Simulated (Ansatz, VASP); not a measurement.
# Al2Cu: VASP beside Ansatz

```
CELL_PARAMETERS angstrom
-3.09417 3.09417 2.43850
3.09417 -3.09417 2.43850
2.97283 2.97283 -2.43850
ATOMIC_POSITIONS crystal
Cu 0.25000 0.25000 0.00000
Cu 0.75000 0.75000 0.00000
Al 0.34190 0.15810 0.50000
Al 0.84190 0.34190 0.18380
Al 0.65810 0.84190 0.50000
Al 0.15810 0.65810 0.81620
```

Alike in both runs: task single point; functional PBEsol; k mesh 6 × 6 × 6; occupations fermi-dirac, width 0.05 eV; no spin polarisation.

```csv
,VASP,Ansatz
version,VASP 6.6.1,Ansatz 0.2.0
potentials or method,"VASP PAW PBE potentials, release 64 (Cu, Al)",Ansatz PAW
plane-wave cutoff (eV),520,420
valence electrons in the cell,34,50
```

```tsv
	VASP	Ansatz	Ansatz less VASP
gap on the k mesh at the Fermi level (eV)	none	none	-
pressure (GPa)	-3.2	-3.4	-0.21
traceless stress, the component that is largest in VASP (GPa)	3.44	3.44	-0.002
rms of the force components (eV/Å)	0.082	0.082	+0.0004
```

VASP's potentials were made for PBE, not for PBEsol. Atom by atom the forces differ by 0.002 eV/Å (rms over components). A gap of «none» marks a metal or a gap that the smearing closes. VASP's potentials hold 34 valence electrons a cell and Ansatz's 50, so a difference there can come from the potentials and not from the codes.
